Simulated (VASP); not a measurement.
Wanted: the native input for a VASP 6.6.1 run.

* Task: single point
* Functional: PBEsol
* Potentials or basis: VASP PAW PBE potentials, release 64 (Ge_d)
* Cutoff: 520 eV
* k mesh: 12 × 12 × 12
* Occupations: gaussian, width 0.1 eV
* Spin: no spin polarisation
* Dipole correction: no
* Further INCAR settings: ALGO = Normal; EDIFF = 1e-06; NBANDS = 21

The structure of Ge lies in POSCAR:

```
Ge
1.0
    0.0000000000      2.8374271100      2.8374271100
    2.8374271100      0.0000000000      2.8374271100
    2.8374271100      2.8374271100      0.0000000000
Ge
2
Direct
    0.0000000000      0.0000000000      0.0000000000
    0.2500000000      0.2500000000      0.2500000000
```

The input as run:

INCAR

```
SYSTEM = Ge
PREC = Accurate
ENCUT = 520
EDIFF = 1E-6
ISMEAR = 0
SIGMA = 0.1
LREAL = .False.
LASPH = .True.
NELM = 100
ALGO = Normal
ISIF = 2
LWAVE = .False.
LCHARG = .True.
GGA = PS
LELF = .True.
LVHAR = .True.
NBANDS = 21
```

KPOINTS

```
regular mesh
0
Gamma
  12 12 12
  0 0 0
```

Potentials or basis: VASP PAW PBE potentials, release 64 (Ge_d).

Run with:

```bash
$ cat potpaw_PBE.64/Ge_d/POTCAR > POTCAR
$ mpirun -np 1 vasp_std > vasp.out
```

It gave:

- Pressure: -0.4 GPa
- Band gap on the k mesh: zero (filled and empty bands touch)

Caveat: the PAW data sets were made with another functional, which shifts forces and pressure a little.

It took 34 s on 1 thread of Intel(R) Xeon(R) Platinum 8488C (Sapphire Rapids) (shared host), peak memory 0.19 GiB.
